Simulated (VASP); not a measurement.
A run of VASP 6.6.1 is set up as follows.

INCAR

```
PREC     = Accurate       # precision mode
ENCUT    = 500            # plane-wave cutoff, eV
EDIFF    = 1E-7           # SCF threshold, eV
ISMEAR   = 0              # smearing method
SIGMA    = 0.1            # smearing width, eV
LREAL    = F              # projectors in reciprocal space
LASPH    = T              # aspherical terms in the spheres
NELM     = 120            # most SCF steps
ALGO     = Normal         # electronic algorithm
ISIF     = 4              # what is computed and relaxed
LWAVE    = F              # write WAVECAR
LCHARG   = F              # write CHGCAR
GGA      = PS             # functional
IBRION   = 2              # ionic algorithm
NSW      = 50             # ionic steps
EDIFFG   = -0.01          # ionic threshold
GGA_COMPAT= F            
NELMIN   = 4
```

Contents of KPOINTS:

```
Automatic mesh
0
Gamma
  6 6 8
```

The input POSCAR:

```
Sc3Al
1.0
    6.4373757037      0.0000000000      0.0000000000
   -3.2186878519      5.5749308931      0.0000000000
    0.0000000000      0.0000000000      5.1397554632
Sc Al
6 2
Direct
    0.8283405378      0.1716594622      0.7500000000
    0.3433189245      0.1716594622      0.7500000000
    0.8283405378      0.6566810755      0.7500000000
    0.1716594622      0.8283405378      0.2500000000
    0.6566810755      0.8283405378      0.2500000000
    0.1716594622      0.3433189245      0.2500000000
    0.6666666667      0.3333333333      0.2500000000
    0.3333333333      0.6666666667      0.7500000000
```

Potentials or basis: VASP PAW PBE potentials, release 64 (Sc_sv, Al).

Command:

```console
$ cat potpaw_PBE.64/Sc_sv/POTCAR potpaw_PBE.64/Al/POTCAR > POTCAR
$ mpirun -np 1 vasp_std > vasp.out
```

(1) What does it give for the band gap on the k mesh?

## Answers

(1) zero (bands 36 and 37 overlap by 0.64 eV).

Caveat: the relaxation stopped at its first step, so nothing moved.
